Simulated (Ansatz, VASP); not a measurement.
One calculation of ScTa3V, two programs

```xyz
5
Lattice="4.7389 0.0000 0.0000 0.0000 4.7389 0.0000 0.0000 0.0000 4.7389" Properties=species:S:1:pos:R:3 pbc="T T T"
Sc    2.3695    2.3695    2.3695
Ta    0.0000    2.3695    2.3695
Ta    2.3695    0.0000    2.3695
Ta    2.3695    2.3695    0.0000
V     0.0000    0.0000    0.0000
```

Alike in both runs: functional r2SCAN; k mesh 4 × 4 × 4; occupations gaussian, width 0.1 eV; collinear spin.

Ansatz relaxed the structure, and its values are those at the end. VASP's run is a single point on that final structure, the one shown.

|  | VASP | Ansatz |
| --- | --- | --- |
| version | VASP 6.6.1 | Ansatz 0.2.0 |
| potentials or method | VASP PAW PBE potentials, release 64 (Sc_sv, Ta_pv, V_sv), cutoff 520 eV | scalar-relativistic, plane waves, PAW |
| valence electrons in the cell | 57 | 63 |

VASP gave:

```
gap on the k mesh at the Fermi level (eV)                     : none
pressure (GPa)                                                : -3.4
net moment per atom (μB)                                      : 0.00
size of the moment on the site where the two differ most (μB) : 0.00
```

Problem. What did Ansatz give for the same quantities?

Solution. gap on the k mesh at the Fermi level (eV): none; pressure (GPa): -0.3; net moment per atom (μB): 0.26; size of the moment on the site where the two differ most (μB): 2.87.

The net moments are unlike, so the other rows may belong to different states. VASP's potentials were made for PBE, not for r2SCAN. Site moments also hang on the region over which each program counts them. A gap of «none» marks a metal or a gap that the smearing closes. VASP's potentials hold 57 valence electrons a cell and Ansatz's 63, so a difference there can come from the potentials and not from the codes.

Neither program's run includes spin-orbit coupling.
